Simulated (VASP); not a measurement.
Si:

```
Si
1.0
     0.00000    2.64058    2.64058
     2.64058    0.00000    2.64058
     2.64058    2.64058    0.00000
Si
2
Direct
  0.00000 0.00000 0.00000
  0.25000 0.25000 0.25000
```

Base run:

| Property | Result |
| --- | --- |
| Program | VASP 6.6.1 |
| Functional | PBE |
| Potentials or basis | VASP PAW PBE potentials, release 64 (Si) |
| Cutoff | 520 eV |
| k mesh | 8 × 8 × 8 |
| Occupations | gaussian, width 0.01 eV |
| Spin | no spin polarisation |

Its results: band gap on the k mesh 0.47 eV, indirect (least direct gap 2.59 eV); pressure 11.6 GPa.

Question: The run is repeated on the same cell with these changes: functional from PBE to LDA; potentials or basis from VASP PAW PBE potentials, release 64 (Si) to VASP PAW LDA potentials, release 64 (Si). What comes out?

Answer: Band gap on the k mesh 0.38 eV, indirect (least direct gap 2.56 eV); pressure 7.6 GPa.

A k mesh can miss the band edges.
